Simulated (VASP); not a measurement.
# ZnSe (P-4m2) in VASP: a series of runs

Runs on ZnSe. Level: PBE. Tasks: single point.

All numbers are computed with VASP 6.6.1; they aren't measurements. Logs are shortened: lines on timing, memory, paths and dates and some standing lists are left out, and cuts for length are marked.

### Step 1. The cell of the first run

The structure is tetragonal, space group P-4m2 (No. 115). Conventional cell: a = 4.008 Å, b = 4.008 Å, c = 5.668 Å, α = 90.00°, β = 90.00°, γ = 90.00°. Zn (site symmetry 2mm) has 4 Se at 2.29 to 2.64 Å within 3.0 Å. Within 3.5 Å of Se (site symmetry -4m2) lie 4 Zn at 2.64 Å. Within 3.0 Å of Se (site symmetry -4m2) lie 4 Zn at 2.29 Å.

### Step 2. Single point, PBE (mode 7 (198.7 1/cm) frozen in, largest displacement -0.300 Å)

INCAR

```
SYSTEM = ZnSe
ALGO = Normal
EDIFF = 1E-6
ENCUT = 520
GGA = PE
ISIF = 2
ISMEAR = 0
LASPH = .True.
LCHARG = .False.
LREAL = .False.
LWAVE = .False.
NBANDS = 26
NELM = 80
PREC = Accurate
SIGMA = 0.05
```

KPOINTS

```
k-points
0
Gamma
  8 8 6
  0 0 0
```

POSCAR

```
ZnSe
1.0
    0.0000000000     -2.8338000000     -2.8338000000
    0.0000000000      2.8338000000     -2.8338000000
    5.6676000000      0.0000000000      0.0000000000
Zn Se
2 2
Direct
    0.5000000000      0.5000000000      0.5529324582
    0.0000000000      0.0000000000     -0.0529324582
    0.0000000000      0.5000000000      0.2500000000
    0.5000000000      0.0000000000      0.7500000000
```

Potentials or basis: VASP PAW PBE potentials, release 64 (Zn, Se).

Launch:

```bash
cat potpaw_PBE.64/Zn/POTCAR potpaw_PBE.64/Se/POTCAR > POTCAR
mpirun -np 1 vasp_std > vasp.out
```

OUTCAR:

```text
SYSTEM = ZnSe
   EDIFF = 1E-6
   ENCUT = 520
   GGA = PE
   ISIF = 2
   ISMEAR = 0
   LASPH = .True.
   LREAL = .False.
   NELM = 80
   PREC = Accurate

 ion  position               nearest neighbor table
   1  0.500  0.500  0.553-   4 2.29   4 2.29   3 2.64   3 2.64
   2  0.000  0.000  0.947-   4 2.29   4 2.29   3 2.64   3 2.64
   3  0.000  0.500  0.250-   1 2.64   2 2.64   2 2.64   1 2.64
   4  0.500  0.000  0.750-   1 2.29   2 2.29   1 2.29   2 2.29

  LATTYP: Found a simple tetragonal cell.
 ALAT       =     4.0075983931
 C/A-ratio  =     1.4142135624

  Lattice vectors:

 A1 = (   0.0000000000,  -2.8338000000,  -2.8338000000)
 A2 = (   0.0000000000,   2.8338000000,  -2.8338000000)
 A3 = (   5.6676000000,   0.0000000000,   0.0000000000)

Analysis of symmetry for initial positions (statically):
=====================================================================
 Subroutine PRICEL returns:
 Original cell was already a primitive cell.

 Routine SETGRP: Setting up the symmetry group for a
 simple tetragonal supercell.

 Subroutine GETGRP returns: Found  8 space group operations
 (whereof  4 operations were pure point group operations)
 out of a pool of 16 trial point group operations.

The static configuration has the point symmetry C_2v.
 The point group associated with its full space group is D_2d.

Analysis of symmetry for dynamics (positions and initial velocities):
=====================================================================
 Subroutine PRICEL returns:
 Original cell was already a primitive cell.

 Routine SETGRP: Setting up the symmetry group for a
 simple tetragonal supercell.

 Subroutine GETGRP returns: Found  8 space group operations
 (whereof  4 operations were pure point group operations)
 out of a pool of 16 trial point group operations.

The dynamic configuration has the point symmetry C_2v.
 The point group associated with its full space group is D_2d.

 Subroutine INISYM returns: Found  8 space group operations
 (whereof  4 operations are pure point group operations),
 and found     1 'primitive' translations

----------------------------------------------------------------------------------------

                                     Primitive cell

[... 90 lines left out ...]
   LSORBIT =      F    spin-orbit coupling
   LASPH  =      T    aspherical Exc in radial PAW
   ENCUT  =  520.0 eV  38.22 Ry    6.18 a.u.   7.45  7.45 10.54*2*pi/ulx,y,z
   NELM   =     80;   NELMIN=  2; NELMDL= -5     # of ELM steps
   EDIFF  = 0.1E-05   stopping-criterion for ELM
   LREAL  =      F    real-space projection
   EDIFFG = 0.1E-04   stopping-criterion for IOM
   NSW    =      0    number of steps for IOM
   IBRION =     -1    ionic relax: 0-MD 1-quasi-New 2-CG
   NFREE  =      0    steps in history (QN), initial steepest desc. (CG)
   ISIF   =      2    stress and relaxation
   ISYM   =      2    0-nonsym 1-usesym 2-fastsym
   POTIM  = 0.5000    time-step for ionic-motion
   TEBEG  =    0.0;   TEEND  =   0.0 temperature during run
   PSTRESS=    0.0 pullay stress
   NELECT =      36.0000    total number of electrons
   NUPDOWN=      -1.0000    fix difference up-down
   EMIN   =  10.00;   EMAX   =-10.00  energy-range for DOS
   EFERMI =   0.00;   METHOD = LEGACY
   ISMEAR =     0;   SIGMA  =   0.05  broadening in eV -4-tet -1-fermi 0-gaus
   EFERMI_NEDOS =   21; number of points for ismear=-14 and -15
   IALGO  =     38    algorithm
   IMIX   =      4    mixing-type and parameters
     AMIX     =   0.40;   BMIX     =  1.00
     AMIX_MAG =   1.60;   BMIX_MAG =  1.00
  volume/ion in A,a.u.               =      22.76       153.57
  Fermi-wavevector in a.u.,A,eV,Ry     =   1.201673  2.270834 19.647073  1.444019
  Thomas-Fermi vector in A             =   2.337476
   LORBIT       =      0    0 simple, 1 ext, 2 COOP (PROOUT), +10 PAW based schemes
   GGA     = PE    functional components
   LHFCALC =     F    Hartree Fock is set to
   AEXX    =    0.0000 exact exchange contribution
   IVDW    =     0    specifies the selected vdW correction
   LEPSILON=     F    determine dielectric tensor
   LRPA    =     F    only Hartree local field effects (RPA)
 non-spin polarized calculation
 Gauss-broadening in eV      SIGMA  =   0.05
  energy-cutoff  :      520.00
  volume of cell :       91.03
 maximum number of plane-waves:      2486
 NGX is ok and might be reduce to    30
   NGX = 15   NGY = 15   NGZ = 21

 number of electron      36.0000034 magnetization

 Free energy of the ion-electron system (eV)
  ---------------------------------------------------
  ext. energy  EPLUGINS =         0.00000000
  ---------------------------------------------------
  free energy    TOTEN  =       -11.19001717 eV

  energy without entropy =      -11.19001717  energy(sigma->0) =      -11.19001717

 E-fermi :   2.1156     XC(G=0):  -9.3247

 val. band max:        1.9063119595   @ k =   0.0000   0.0000   0.0000
 cond. band min:       2.6034627234   @ k =   0.0000   0.0000   0.0000
 fundamental gap:      0.6971507639
 Fermi energy:         2.1156152561

 k-point     1 :       0.0000    0.0000    0.0000
  band No.  band energies     occupation
      1     -12.4578      2.00000
      2      -9.9766      2.00000
      3      -5.5453      2.00000
      4      -5.4237      2.00000
      5      -5.4237      2.00000
      6      -4.9840      2.00000
[... 685 lines left out ...]
     25       9.3437      0.00000
     26      10.1752      0.00000

 [... further k-points ...]

------------------------ aborting loop because EDIFF is reached ----------------------------------------

  FORCE on cell =-STRESS in cart. coord.  units (eV):
  Direction    XX          YY          ZZ          XY          YZ          ZX
  --------------------------------------------------------------------------------------
  -------------------------------------------------------------------------------------
  Total        0.7678290      3.6213689      3.6213689      0.0000000      0.0000000      0.0000000
  in kB       13.5147352     63.7405446     63.7405446      0.0000000      0.0000000      0.0000000
  external PRESSURE =      46.9986081 kB  Pullay stress =       0.0000000 kB

 VOLUME and BASIS-vectors are now :
 -----------------------------------------------------------------------------
  energy-cutoff  :      520.00
  volume of cell :       91.03
      direct lattice vectors                 reciprocal lattice vectors
     0.000000000 -2.833800000 -2.833800000     0.000000000 -0.176441527 -0.176441527
     0.000000000  2.833800000 -2.833800000     0.000000000  0.176441527 -0.176441527
     5.667600000  0.000000000  0.000000000     0.176441527  0.000000000  0.000000000

 POSITION                                       TOTAL-FORCE (eV/Angst)
 -----------------------------------------------------------------------------------
      3.13380      0.00000     -2.83380        -2.788321     -0.000000     -0.000000
      5.36760      0.00000      0.00000         2.788321     -0.000000      0.000000
      1.41690      1.41690     -1.41690        -0.000000      0.000000     -0.000000
      4.25070     -1.41690     -1.41690         0.000000      0.000000     -0.000000
 -----------------------------------------------------------------------------------
    total drift:                                0.000000      0.000000     -0.000000

  FREE ENERGIE OF THE ION-ELECTRON SYSTEM (eV)
  ---------------------------------------------------
  free  energy   TOTEN  =       -11.1900171666 eV

  energy  without entropy=      -11.1900171666  energy(sigma->0) =      -11.19001717
```

Wall time 50 s (1 thread of Intel Xeon 6975P-C (Granite Rapids), shared host); peak memory 0.26 GiB.

What came out:

| Quantity | Value |
| --- | --- |
| Free energy | -11.1900 eV |
| Pressure | 4.7 GPa |
| Largest force | 2.788 eV/Å |
| Band gap on the k mesh | 0.70 eV, direct |

Forces in eV/Å, atoms in the order of the input:
```
Zn  -2.788  0.000  0.000
Zn   2.788  0.000  0.000
Se   0.000  0.000  0.000
Se   0.000  0.000  0.000
```

Caveat: the cell differs from its parent crystal (mode 7 (198.7 1/cm) frozen in, largest displacement -0.300 Å); forces of over 1 eV/Å act on the atoms, so gaps and moduli don't describe the material at rest.

### Step 3. Single point, PBE (mode 7 (198.7 1/cm) frozen in, largest displacement +0.225 Å)

INCAR

```
PREC = Accurate ; ENCUT = 520
EDIFF = 1E-6 ; ISMEAR = 0
SIGMA = 0.05 ; LREAL = False
LASPH = True ; NELM = 60
ALGO = Normal ; ISIF = 2
LWAVE = False ; LCHARG = True
GGA = PE ; LELF = True
LVHAR = True ; NBANDS = 26
```

KPOINTS

```
regular mesh
0
Gamma
  8 8 6
```

POSCAR, as its differences from that of step 2:

```diff
@@ -8,4 +8,4 @@
 Direct
-    0.5000000000      0.5000000000      0.5529324582
-    0.0000000000      0.0000000000     -0.0529324582
+    0.5000000000      0.5000000000      0.4603006564
+    0.0000000000      0.0000000000      0.0396993436
     0.0000000000      0.5000000000      0.2500000000
```

Potentials or basis: VASP PAW PBE potentials, release 64 (Zn, Se).

Launch:

```bash
cat potpaw_PBE.64/Zn/POTCAR potpaw_PBE.64/Se/POTCAR > POTCAR
mpirun -np 1 vasp_std > vasp.out
```

Wall time 49 s (1 thread of Intel Xeon 6975P-C (Granite Rapids), shared host); peak memory 0.26 GiB.

It converged, with:

| Item | Value |
| --- | --- |
| Free energy | -11.5589 eV |
| Pressure | 3.7 GPa |
| Largest force | 2.125 eV/Å |
| Band gap on the k mesh | 0.93 eV, direct |

Forces in eV/Å, atoms in the order of the input:
```
Zn   2.125  0.000  0.000
Zn  -2.125  0.000  0.000
Se   0.000  0.000  0.000
Se   0.000  0.000  0.000
```

Stress tensor (GPa, compression positive):
```
1.79 0.00 0.00
0.00 4.61 0.00
0.00 0.00 4.61
```

Levels at points of the mesh, in eV from the valence-band top:
| k point | band 14 | band 15 | band 16 | band 17 | band 18 | band 19 | band 20 | band 21 | band 22 | band 23 |
| --- | --- | --- | --- | --- | --- | --- | --- | --- | --- | --- |
| (0.00, 0.00, 0.00) | -2.60 | -2.60 | -0.13 | 0.00 | 0.00 | 0.93 | 2.92 | 2.93 | 5.65 | 5.65 |
| (0.50, 0.00, 0.00) | -3.93 | -2.56 | -2.55 | -1.78 | -0.43 | 3.33 | 4.43 | 5.65 | 6.11 | 6.43 |
| (0.50, 0.50, 0.00) | -5.09 | -2.89 | -2.12 | -2.12 | -1.84 | 1.78 | 3.25 | 3.25 | 3.76 | 10.32 |
| (0.00, 0.00, 0.50) | -2.87 | -2.19 | -2.19 | -0.71 | -0.71 | 3.01 | 3.13 | 4.37 | 4.60 | 7.44 |
| (0.50, 0.00, 0.50) | -4.89 | -1.76 | -1.00 | -0.95 | -0.36 | 2.18 | 2.41 | 5.58 | 5.73 | 6.72 |
| (0.50, 0.50, 0.50) | -5.03 | -3.17 | -2.68 | -2.68 | -2.61 | 4.53 | 5.31 | 5.31 | 5.99 | 6.36 |

Caveat: the cell differs from its parent crystal (mode 7 (198.7 1/cm) frozen in, largest displacement +0.225 Å); forces of over 1 eV/Å act on the atoms, so gaps and moduli don't describe the material at rest.

### Step 4. Single point, PBE (mode 7 (198.7 1/cm) frozen in, largest displacement -0.150 Å)

INCAR

```
ALGO = Normal
EDIFF = 1E-6
ENCUT = 520
GGA = PE
ISIF = 2
ISMEAR = 0
LASPH = T
LCHARG = T
LELF = T
LREAL = F
LVHAR = T
LWAVE = F
NBANDS = 26
NELM = 60
PREC = Accurate
SIGMA = 0.05
```

KPOINTS

```
k-points
0
Gamma
  8 8 6
```

POSCAR, as its differences from that of step 3:

```diff
@@ -8,4 +8,4 @@
 Direct
-    0.5000000000      0.5000000000      0.4603006564
-    0.0000000000      0.0000000000      0.0396993436
+    0.5000000000      0.5000000000      0.5264662291
+    0.0000000000      0.0000000000     -0.0264662291
     0.0000000000      0.5000000000      0.2500000000
```

Launch:

```bash
cat potpaw_PBE.64/Zn/POTCAR potpaw_PBE.64/Se/POTCAR > POTCAR
mpirun -np 1 vasp_std > vasp.out
```

Wall time 52 s (1 thread of Intel Xeon 6975P-C (Granite Rapids), shared host); peak memory 0.26 GiB.

It converged, with:

| Property | Result |
| --- | --- |
| Free energy | -11.8258 eV |
| Pressure | 2.9 GPa |
| Largest force | 1.432 eV/Å |
| Band gap on the k mesh | 1.12 eV, direct |

Forces in eV/Å, atoms in the order of the input:
```
Zn  -1.432  0.000  0.000
Zn   1.432  0.000  0.000
Se   0.000  0.000  0.000
Se   0.000  0.000  0.000
```

Stress tensor (GPa, compression positive):
```
2.09 0.00 0.00
0.00 3.35 0.00
0.00 0.00 3.35
```

Levels at points of the mesh, in eV from the valence-band top:
```
           k point  band 16  band 17  band 18  band 19  band 20  band 21
(0.00, 0.00, 0.00)    -0.06     0.00     0.00     1.12     2.96     3.21
(0.50, 0.00, 0.00)    -2.53    -1.45    -0.55     3.65     4.39     5.97
(0.50, 0.50, 0.00)    -2.15    -2.15    -1.92     2.22     3.36     3.36
(0.00, 0.00, 0.50)    -1.84    -0.85    -0.85     3.36     3.46     4.27
(0.50, 0.00, 0.50)    -0.93    -0.90    -0.49     2.35     2.50     5.90
(0.50, 0.50, 0.50)    -2.72    -2.72    -2.58     4.89     5.44     5.44
```

Caveat: the cell differs from its parent crystal (mode 7 (198.7 1/cm) frozen in, largest displacement -0.150 Å); forces of over 1 eV/Å act on the atoms, so gaps and moduli don't describe the material at rest.

[end of part 1 of 2]
